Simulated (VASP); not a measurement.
# SnSe: single point with r2SCAN

SnSe:

```
Sn Se
1.0
     0.00000    3.12220    3.12220
     3.12220    0.00000    3.12220
     3.12220    3.12220    0.00000
Sn Se
1 1
Direct
  0.00000 0.00000 0.00000
  0.50000 0.50000 0.50000
```

This cell differs from its parent crystal: strain +4.0%.

```json
{"Program": "VASP 6.6.1", "Task": "single point", "Functional": "r2SCAN", "Potentials or basis": "VASP PAW PBE potentials, release 64 (Sn_d, Se)", "Cutoff": "520 eV", "k mesh": "8 × 8 × 8", "Occupations": "fermi-dirac, width 0.02 eV", "Spin": "non-collinear spin, zero start, spin-orbit coupling", "Starting moments": "[[0.0, 0.0, 0.0], [0.0, 0.0, 0.0]] μB", "Dipole correction": "no", "Further INCAR settings": "ALGO = Normal; EDIFF = 1e-07; NBANDS = 32"}
```

```json
{"Pressure": "-4.7 GPa", "Net moment": "0.00 μB per cell", "Valence electrons inside the program's atomic spheres": "Sn 11.95; Se 3.81"}
```

Moments on the atoms (μB; x, y, z):
```
Sn  0.00 0.00 0.00
Se  0.00 0.00 0.00
```

Run time: 18 min on 1 thread of Intel Xeon 8259CL (shared host), peak memory 0.51 GiB.

Caveat: the cell differs from its parent crystal (strain +4.0%); the cell stands under tension; the structure was generated, so it needn't be the stable form of SnSe; the PAW data sets were made with another functional, which shifts forces and pressure a little.
